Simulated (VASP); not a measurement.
# Cu (Fm-3m) in VASP: a series of runs

The runs below take Cu through single point, relaxation of cell and atoms, with r2SCAN.

Everything below comes from runs of VASP 6.6.1. Logs are shortened: lines on timing, memory, paths and dates and some standing lists are left out, and cuts for length are marked.

### 1 The cell of the first run

It takes space group Fm-3m (No. 225, cubic). Conventional cell: a = 3.575 Å, b = 3.575 Å, c = 3.575 Å, α = 90.00°, β = 90.00°, γ = 90.00°. Within 3.3 Å of Cu (site symmetry m-3m) lie 12 Cu at 2.53 Å.

### 2 Single point, r2SCAN

File POSCAR:

```
Cu
1.0
    0.0000000000      1.7875261413      1.7875261413
    1.7875261413      0.0000000000      1.7875261413
    1.7875261413      1.7875261413      0.0000000000
Cu
1
Direct
    0.0000000000      0.0000000000      0.0000000000
```

File INCAR.step1:

```
ALGO = Normal
EDIFF = 1E-4
ENCUT = 520
GGA = PE
ISMEAR = -1
LASPH = T
LCHARG = F
LREAL = F
LWAVE = T
NBANDS = 12
NELM = 80
PREC = Accurate
SIGMA = 0.1
```

File INCAR.step2:

```
ALGO = Normal
EDIFF = 1E-6
ENCUT = 520
ISIF = 2
ISMEAR = -1
ISTART = 1
LASPH = T
LCHARG = F
LMIXTAU = T
LREAL = F
LWAVE = F
METAGGA = R2SCAN
NBANDS = 12
NELM = 80
PREC = Accurate
SIGMA = 0.1
```

File KPOINTS:

```
k-points
0
Gamma
  11 11 11
```

Potentials or basis: VASP PAW PBE potentials, release 64 (Cu).

The run is started by

```sh
> cat potpaw_PBE.64/Cu/POTCAR > POTCAR
> cp INCAR.step1 INCAR
> mpirun -np 1 vasp_std > vasp.out
> cp INCAR.step2 INCAR
> mpirun -np 1 vasp_std > vasp.out
```

OUTCAR:

```text
EDIFF = 1E-6
   ENCUT = 520
   ISIF = 2
   ISMEAR = -1
   ISTART = 1
   LASPH = T
   LREAL = F
   METAGGA = R2SCAN
   NELM = 80
   PREC = Accurate

 ion  position               nearest neighbor table
   1  0.000  0.000  0.000-

  LATTYP: Found a face centered cubic cell.
 ALAT       =     3.5750522826

  Lattice vectors:

 A1 = (   0.0000000000,   1.7875261413,   1.7875261413)
 A2 = (   1.7875261413,   0.0000000000,   1.7875261413)
 A3 = (   1.7875261413,   1.7875261413,   0.0000000000)

Analysis of symmetry for initial positions (statically):
=====================================================================
 Subroutine PRICEL returns:
 Original cell was already a primitive cell.

 Routine SETGRP: Setting up the symmetry group for a
 face centered cubic supercell.

 Subroutine GETGRP returns: Found 48 space group operations
 (whereof 48 operations were pure point group operations)
 out of a pool of 48 trial point group operations.

The static configuration has the point symmetry O_h .

Analysis of symmetry for dynamics (positions and initial velocities):
=====================================================================
 Subroutine PRICEL returns:
 Original cell was already a primitive cell.

 Routine SETGRP: Setting up the symmetry group for a
 face centered cubic supercell.

 Subroutine GETGRP returns: Found 48 space group operations
 (whereof 48 operations were pure point group operations)
 out of a pool of 48 trial point group operations.

The dynamic configuration has the point symmetry O_h .

 Subroutine INISYM returns: Found 48 space group operations
 (whereof 48 operations are pure point group operations),
 and found     1 'primitive' translations

----------------------------------------------------------------------------------------

                                     Primitive cell

  volume of cell :      11.4232

  direct lattice vectors                    reciprocal lattice vectors
     0.000000000  1.787526141  1.787526141    -0.279716189  0.279716189  0.279716189
     1.787526141  0.000000000  1.787526141     0.279716189 -0.279716189  0.279716189
     1.787526141  1.787526141  0.000000000     0.279716189  0.279716189 -0.279716189

  length of vectors
     2.527943712  2.527943712  2.527943712     0.484482651  0.484482651  0.484482651

  position of ions in fractional coordinates (direct lattice)
     0.000000000  0.000000000  0.000000000

  ion indices of the primitive-cell ions
   primitive index   ion index
                 1           1

----------------------------------------------------------------------------------------

 KPOINTS: k-points

Automatic generation of k-mesh.
 Grid dimensions read from file:
 generate k-points for:   11   11   11

 Generating k-lattice:

  Cartesian coordinates                     Fractional coordinates (reciprocal lattice)
    -0.025428744  0.025428744  0.025428744     0.090909091  0.000000000  0.000000000
     0.025428744 -0.025428744  0.025428744     0.000000000  0.090909091  0.000000000
     0.025428744  0.025428744 -0.025428744     0.000000000  0.000000000  0.090909091

  Length of vectors
     0.044043877  0.044043877  0.044043877

  Shift w.r.t. Gamma in fractional coordinates (k-lattice)
     0.000000000  0.000000000  0.000000000

 Subroutine IBZKPT returns following result:
 ===========================================

 Found     56 irreducible k-points:

 Following reciprocal coordinates:
            Coordinates               Weight
  0.000000  0.000000  0.000000      1.000000
  0.090909  0.000000  0.000000      8.000000
  0.181818  0.000000  0.000000      8.000000
  0.272727  0.000000  0.000000      8.000000
  0.363636  0.000000  0.000000      8.000000
  0.454545  0.000000  0.000000      8.000000
[... 16 lines left out ...]
 -0.272727  0.181818  0.000000     24.000000
 -0.181818  0.181818  0.000000     12.000000
 [... further k-points ...]
   k-points           NKPTS =     56   k-points in BZ     NKDIM =     56   number of bands    NBANDS=     12
   number of dos      NEDOS =    301   number of ions     NIONS =      1
   total plane-waves  NPLWV =   8000
   dimension x,y,z NGX =    20 NGY =   20 NGZ =   20
   dimension x,y,z NGXF=    40 NGYF=   40 NGZF=   40
   ions per type =               1
   NGX,Y,Z   is equivalent  to a cutoff of  13.15, 13.15, 13.15 a.u.
   NGXF,Y,Z  is equivalent  to a cutoff of  26.31, 26.31, 26.31 a.u.
 SYSTEM =  unknown system
   PREC   = accura    normal or accurate (medium, high low for compatibility)
   ISTART =      1    job   : 0-new  1-cont  2-samecut
   ICHARG =      0    charge: 1-file 2-atom 10-const
   ISPIN  =      1    spin polarized calculation?
   LNONCOLLINEAR =      F non collinear calculations
   LSORBIT =      F    spin-orbit coupling
   LASPH  =      T    aspherical Exc in radial PAW
   ENCUT  =  520.0 eV  38.22 Ry    6.18 a.u.   4.70  4.70  4.70*2*pi/ulx,y,z
   NELM   =     80;   NELMIN=  2; NELMDL=  0     # of ELM steps
   EDIFF  = 0.1E-05   stopping-criterion for ELM
   LREAL  =      F    real-space projection
   EDIFFG = 0.1E-04   stopping-criterion for IOM
   NSW    =      0    number of steps for IOM
   IBRION =     -1    ionic relax: 0-MD 1-quasi-New 2-CG
   NFREE  =      0    steps in history (QN), initial steepest desc. (CG)
   ISIF   =      2    stress and relaxation
   ISYM   =      2    0-nonsym 1-usesym 2-fastsym
   POTIM  = 0.5000    time-step for ionic-motion
   TEBEG  =    0.0;   TEEND  =   0.0 temperature during run
   PSTRESS=    0.0 pullay stress
   NELECT =      11.0000    total number of electrons
   NUPDOWN=      -1.0000    fix difference up-down
   EMIN   =  10.00;   EMAX   =-10.00  energy-range for DOS
   EFERMI =   0.00;   METHOD = LEGACY
   ISMEAR =    -1;   SIGMA  =   0.10  broadening in eV -4-tet -1-fermi 0-gaus
   EFERMI_NEDOS =   21; number of points for ismear=-14 and -15
   IALGO  =     38    algorithm
   IMIX   =      4    mixing-type and parameters
     AMIX     =   0.40;   BMIX     =  1.00
     AMIX_MAG =   1.60;   BMIX_MAG =  1.00
  volume/ion in A,a.u.               =      11.42        77.09
  Fermi-wavevector in a.u.,A,eV,Ry     =   1.616628  3.054983 35.558620  2.613485
  Thomas-Fermi vector in A             =   2.711183
   LORBIT       =      0    0 simple, 1 ext, 2 COOP (PROOUT), +10 PAW based schemes
   METAGGA = R2SCAN    functional components
   LHFCALC =     F    Hartree Fock is set to
   AEXX    =    0.0000 exact exchange contribution
   IVDW    =     0    specifies the selected vdW correction
   LEPSILON=     F    determine dielectric tensor
   LRPA    =     F    only Hartree local field effects (RPA)
 non-spin polarized calculation
  energy-cutoff  :      520.00
  volume of cell :       11.42
 maximum number of plane-waves:       331
   NGX =  9   NGY =  9   NGZ =  9

 number of electron      11.0000013 magnetization

 Free energy of the ion-electron system (eV)
  ---------------------------------------------------
  ext. energy  EPLUGINS =         0.00000000
  ---------------------------------------------------
  free energy    TOTEN  =       -10.83542942 eV

  energy without entropy =      -10.82873440  energy(sigma->0) =      -10.83208191

 E-fermi :   7.9143     XC(G=0): -13.9719

 val. band max:        7.7753882746   @ k =   0.4545   0.2727   0.0000
 cond. band min:       8.0284873498   @ k =   0.4545   0.3636   0.0000
 fundamental gap:      0.2530990751
 Fermi energy:         7.9142676355

 k-point     1 :       0.0000    0.0000    0.0000
  band No.  band energies     occupation
      1      -2.1215      2.00000
      2       4.5652      2.00000
      3       4.5652      2.00000
      4       4.5652      2.00000
      5       5.4245      2.00000
      6       5.4245      2.00000
      7      31.4727      0.00000
      8      34.7737      0.00000
      9      34.7737      0.00000
     10      34.7740      0.00000
     11      37.1892      0.00000
     12      37.1892      0.00000

 k-point     2 :       0.0909    0.0000    0.0000
  band No.  band energies     occupation
      1      -1.8024      2.00000
      2       4.4973      2.00000
      3       4.6230      2.00000
      4       4.6230      2.00000
      5       5.4032      2.00000
      6       5.4032      2.00000
      7      29.5107      0.00000
      8      32.5665      0.00000
      9      33.9057      0.00000
     10      33.9059      0.00000
     11      38.4758      0.00000
     12      38.4759      0.00000

 k-point     3 :       0.1818    0.0000    0.0000
  band No.  band energies     occupation
      1      -0.8780      2.00000
      2       4.3474      2.00000
      3       4.7237      2.00000
      4       4.7239      2.00000
      5       5.4070      2.00000
      6       5.4071      2.00000
      7      24.6848      0.00000
      8      31.9732      0.00000
      9      32.8007      0.00000
     10      32.8009      0.00000
     11      39.1688      0.00000
     12      39.5713      0.00000
[... 286 lines left out ...]
 k-point    23 :      -0.2727    0.1818    0.0000
  band No.  band energies     occupation
      1       2.2665      2.00000
      2       4.0814      2.00000
      3       4.3906      2.00000
      4       4.9478      2.00000
      5       5.4398      2.00000
      6       6.8662      1.99994
      7      17.8964      0.00000
      8      22.1796      0.00000
      9      31.0819      0.00000
     10      31.4827      0.00000
     11      38.4239      0.00000
     12      38.8110      0.00000

 k-point    24 :      -0.1818    0.1818    0.0000
  band No.  band energies     occupation
      1       0.9771      2.00000
      2       4.0583      2.00000
      3       4.6133      2.00000
      4       5.0809      2.00000
      5       5.0908      2.00000
      6       6.1199      2.00000
      7      21.9900      0.00000
      8      22.8955      0.00000
      9      33.3312      0.00000
     10      33.7844      0.00000
     11      36.6257      0.00000
     12      39.0026      0.00000

 [... further k-points ...]
[... 5 lines left out ...]
  --------------------------------------------------------------------------------------
  -------------------------------------------------------------------------------------
  Total        0.0343521      0.0343521      0.0343521     -0.0000000     -0.0000000      0.0000000
  in kB        4.8181095      4.8181095      4.8181095     -0.0000000     -0.0000000      0.0000000
  external PRESSURE =       4.8181095 kB  Pullay stress =       0.0000000 kB

 VOLUME and BASIS-vectors are now :
 -----------------------------------------------------------------------------
  energy-cutoff  :      520.00
  volume of cell :       11.42
      direct lattice vectors                 reciprocal lattice vectors
     0.000000000  1.787526141  1.787526141    -0.279716189  0.279716189  0.279716189
     1.787526141  0.000000000  1.787526141     0.279716189 -0.279716189  0.279716189
     1.787526141  1.787526141  0.000000000     0.279716189  0.279716189 -0.279716189

 POSITION                                       TOTAL-FORCE (eV/Angst)
 -----------------------------------------------------------------------------------
      0.00000      0.00000      0.00000         0.000000     -0.000000     -0.000000
 -----------------------------------------------------------------------------------
    total drift:                                0.000000      0.000000      0.000000

  FREE ENERGIE OF THE ION-ELECTRON SYSTEM (eV)
  ---------------------------------------------------
  free  energy   TOTEN  =       -10.8354294237 eV

  energy  without entropy=      -10.8287343994  energy(sigma->0) =      -10.83208191
```

Run time: 18 s. Hardware: 1 thread of Intel Xeon 6975P-C (Granite Rapids), shared host; peak memory 0.12 GiB.

Results:

```
Free energy : -10.8354 eV
Pressure    : 0.5 GPa
```

Levels at points of the mesh, in eV from the Fermi level:
| k point | band 4 | band 5 | band 6 | band 7 | band 8 | band 9 |
| --- | --- | --- | --- | --- | --- | --- |
| (0.00, 0.00, 0.00) | -3.35 | -2.49 | -2.49 | 23.56 | 26.86 | 26.86 |

Caveat: the PAW data sets were made with another functional, which shifts forces and pressure a little.

### 3 Relaxation of cell and atoms, r2SCAN

POSCAR is that of step 2.

File INCAR.step1:

```
PREC = Accurate ; ENCUT = 600
ISMEAR = -1 ; SIGMA = 0.1
LREAL = False ; LASPH = True
NELM = 80 ; GGA = PE
ALGO = Normal ; EDIFF = 1E-4
LWAVE = True ; LCHARG = False
```

File INCAR.step2:

```
PREC = Accurate ; ENCUT = 600
EDIFF = 1E-6 ; ISMEAR = -1
SIGMA = 0.1 ; LREAL = False
LASPH = True ; NELM = 80
ALGO = Normal ; ISIF = 3
LWAVE = False ; LCHARG = False
METAGGA = R2SCAN ; LMIXTAU = True
IBRION = 2 ; NSW = 60
EDIFFG = -0.01 ; ISTART = 1
```

File KPOINTS:

```
Automatic mesh
0
Gamma
  11 11 11
```

Potentials or basis: VASP PAW PBE potentials, release 64 (Cu).

The run is started by

```sh
> cat potpaw_PBE.64/Cu/POTCAR > POTCAR
> cp INCAR.step1 INCAR
> mpirun -np 1 vasp_std > vasp.out
> cp INCAR.step2 INCAR
> mpirun -np 1 vasp_std > vasp.out
```

Wall time 28 s (1 thread of Intel Xeon 6975P-C (Granite Rapids), shared host); peak memory 0.13 GiB.

It converged, with:

```
Free energy                            : -10.8358 eV
Relaxed volume                         : 11.47 Å³/atom
Relaxed cell                           : a = 2.531 Å, b = 2.531 Å, c = 2.531 Å, α = 60.00°, β = 60.00°, γ = 60.00°
Space group after relaxing (to 0.05 Å) : Fm-3m (No. 225)
Energy gained by relaxing              : 0.1 meV/atom
Ionic steps                            : 3
Pressure after relaxing                : -0.1 GPa
```

The path:
```
step  energy change (eV)  largest force (eV/Å)  pressure (GPa)  volume (Å³)
   1              0.0000                0.0000            0.42        11.42
   2             -0.0001                0.0000           -0.17        11.47
   3             -0.0001                0.0000           -0.08        11.47
```

Final structure:
```
Cu
1.0
     0.00000    1.78987    1.78987
     1.78987    0.00000    1.78987
     1.78987    1.78987    0.00000
Cu
1
Cartesian
  0.0000 0.0000 0.0000
```

Levels at points of the mesh, in eV from the Fermi level:
| k point | band 2 | band 3 | band 4 | band 5 | band 6 | band 7 | band 8 | band 9 |
| --- | --- | --- | --- | --- | --- | --- | --- | --- |
| (0.00, 0.00, 0.00) | -3.34 | -3.34 | -3.34 | -2.48 | -2.48 | 23.53 | 26.80 | 26.80 |

Caveat: the PAW data sets were made with another functional, which shifts forces and pressure a little.
